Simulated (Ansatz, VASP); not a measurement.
One calculation of SnO2, two programs

INCAR

```
SYSTEM = SnO2
PREC = Accurate
ENCUT = 520
EDIFF = 1E-6
ISMEAR = 0
SIGMA = 0.01
LREAL = .False.
LASPH = .True.
NELM = 80
ALGO = Normal
ISIF = 2
LWAVE = .False.
LCHARG = .False.
GGA = PE
NBANDS = 35
```

File KPOINTS:

```
Automatic mesh
0
Gamma
  4 4 6
  0 0 0
```

POSCAR

```
SnO2
1.0
    4.9216135824      0.0000000000      0.0000000000
    0.0000000000      4.9216135824      0.0000000000
    0.0000000000      0.0000000000      3.3017305660
Sn O
2 4
Direct
    0.0000000000      0.0000000000      0.0000000000
    0.5000000000      0.5000000000      0.5000000000
    0.3065716164      0.3065716164      0.0000000000
    0.1934283836      0.8065716164      0.5000000000
    0.6934283836      0.6934283836      0.0000000000
    0.8065716164      0.1934283836      0.5000000000
```

Input for Ansatz:

```yaml
crystal:
  lattice:
    - [4.9216135824, 0.0, 0.0]
    - [0.0, 4.9216135824, 0.0]
    - [0.0, 0.0, 3.301730566]
  atoms:
    - { symbol: Sn, position: [0.0, 0.0, 0.0] }
    - { symbol: Sn, position: [0.5, 0.5, 0.5] }
    - { symbol: O, position: [0.3065716164, 0.3065716164, 0.0] }
    - { symbol: O, position: [0.1934283836, 0.8065716164, 0.5] }
    - { symbol: O, position: [0.6934283836, 0.6934283836, 0.0] }
    - { symbol: O, position: [0.8065716164, 0.1934283836, 0.5] }
kpoints:
  mp_grid: { grid: [4, 4, 6] }
hamiltonian:
  xc: pbe
scf:
  occupations: { method: fixed }
  n_extra_bands: 5
output:
  forces: true
  stress: true
  eigenvalues: true
```

Alike in both runs: task single point; functional PBE; k mesh 4 × 4 × 6; no spin polarisation.

|  | VASP | Ansatz |
| --- | --- | --- |
| version | VASP 6.6.1 | Ansatz 0.2.0 |
| potentials or method | VASP PAW PBE potentials, release 64 (Sn_d, O) | plane waves, PAW |
| plane-wave cutoff (eV) | 520 | 420 |
| occupations | gaussian, width 0.01 eV | fixed |
| valence electrons in the cell | 52 | 52 |

```tsv
	VASP	Ansatz	Ansatz less VASP
gap on the k mesh at the Fermi level (eV)	0.07	0.08	+0.012
pressure (GPa)	-8.7	-9.2	-0.48
traceless stress, the component that is largest in VASP (GPa)	-1.76	-1.94	-0.171
rms of the force components (eV/Å)	0.082	0.089	+0.0069
```

Atom by atom the forces differ by 0.007 eV/Å (rms over components).
